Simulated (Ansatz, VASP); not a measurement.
ZnGe2N4 in VASP and in Ansatz

```xyz
7
Lattice="-3.1338 -0.2490 -0.5063 -0.7217 -0.0661 -5.5528 1.6027 -4.6771 2.9773" Properties=species:S:1:pos:R:3 pbc="T T T"
Zn   -1.8554   -5.2879   -3.2743
Ge   -1.0285   -3.2162   -0.0540
Ge   -0.6075   -2.0132   -2.8545
N    -2.0170   -3.1578   -3.6833
N    -0.9405    0.6607   -3.0401
N    -1.9786   -5.3717   -1.3181
N    -0.9676   -1.6178   -1.0571
```

Change from the starting cell: cell x1, atoms moved at random (sigma 0.15 Å) and cell strained at random (1.5 %), then relaxed without symmetry.

Alike in both runs: functional PBE; k mesh 6 × 6 × 6; occupations gaussian, width 0.2 eV; no spin polarisation.

Ansatz relaxed the structure, and its values are those at the end. VASP's run is a single point on that final structure, the one shown.

|  | VASP | Ansatz |
| --- | --- | --- |
| version | VASP 6.6.1 | Ansatz 0.2.0 |
| potentials or method | VASP PAW PBE potentials, release 64 (Zn, Ge_d, N), cutoff 520 eV | scalar-relativistic, plane waves, PAW |
| valence electrons in the cell | 60 | 60 |

```csv
,VASP,Ansatz,Ansatz less VASP
gap on the k mesh at the Fermi level (eV),0.59,0.59,-0.003
least direct gap on the mesh (eV),0.75,0.75,+0.001
pressure (GPa),-0.1,0.0,+0.08
rms of the force components (eV/Å),0.031,0.009,-0.0218
```

The functional is the same, so the differences come from potentials, cutoffs and numerics.
